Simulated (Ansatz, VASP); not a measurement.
## SnTeCl2 in VASP and in Ansatz

```xyz
4
Lattice="4.3102 0.0000 0.0000 0.0000 4.3102 0.0000 0.0000 0.0000 8.0072" Properties=species:S:1:pos:R:3 pbc="T T T"
Sn    0.0000    0.0000    0.0000
Te    2.1551    2.1551    0.0000
Cl    0.0000    0.0000    2.4301
Cl    0.0000    0.0000    5.5772
```

Alike in both runs: task single point; functional PBE; k mesh 12 × 12 × 6; occupations gaussian, width 0.1 eV; no spin polarisation.

```csv
,VASP,Ansatz
version,VASP 6.6.1,Ansatz 0.2.0
potentials or method,"VASP PAW PBE potentials, release 64 (Sn_d, Te, Cl), cutoff 520 eV","scalar-relativistic, plane waves, PAW"
valence electrons in the cell,34,44
```

Ansatz gave:

| Item | Value |
| --- | --- |
| gap on the k mesh at the Fermi level (eV) | none |
| pressure (GPa) | 0.0 |
| rms of the force components (eV/Å) | 0.000 |

**Question.** Which values does VASP return?

**Answer.** gap on the k mesh at the Fermi level (eV): none; pressure (GPa): -0.1; rms of the force components (eV/Å): 0.005.

Atom by atom the forces differ by 0.004 eV/Å (rms over components). A gap of «none» marks a metal or a gap that the smearing closes. VASP's potentials hold 34 valence electrons a cell and Ansatz's 44, so a difference there can come from the potentials and not from the codes. Ansatz's warnings: xc potential rough in thin density.

Neither program's run includes spin-orbit coupling.
